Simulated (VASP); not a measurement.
WC, 2 atoms in the cell. The structure is hexagonal, space group P-6m2 (No. 187). Conventional cell: a = 2.892 Å, b = 2.892 Å, c = 2.818 Å, α = 90.00°, β = 90.00°, γ = 120.00°. W (site symmetry -6m2) has 6 C at 2.18 Å and 8 W at 2.82 to 2.89 Å within 2.9 Å. C (site symmetry -6m2) has 6 W at 2.18 Å and 8 C at 2.82 to 2.89 Å within 2.9 Å.  This cell differs from its parent crystal: volume scaled by 0.97.

```yaml
Program: VASP 6.6.1
Task: relaxation of shape and atoms at fixed volume
Functional: PBE
Potentials_or_basis: VASP PAW PBE potentials, release 64 (W_sv, C)
Cutoff: 600 eV
k_mesh: 18 × 18 × 14
Occupations: gaussian, width 0.1 eV
Spin: no spin polarisation
Dipole_correction: no
Further_INCAR_settings: ALGO = Normal; EDIFF = 1e-07; IBRION = 2; EDIFFG = -0.01; NSW = 50; ISIF = 4
```

Potentials or basis: VASP PAW PBE potentials, release 64 (W_sv, C).

Run with:

```sh
$ cat potpaw_PBE.64/W_sv/POTCAR potpaw_PBE.64/C/POTCAR > POTCAR
$ mpirun -np 1 vasp_std > vasp.out
```

Hardware: 1 thread of Intel(R) Xeon(R) 6975P-C (Granite Rapids), on a shared host.

How long does it take, and how much memory?

It took 50 s on 1 thread of Intel(R) Xeon(R) 6975P-C (Granite Rapids), on a shared host, peak memory 0.22 GiB. Counts: scf iterations 27, k points 296, ion steps 3.
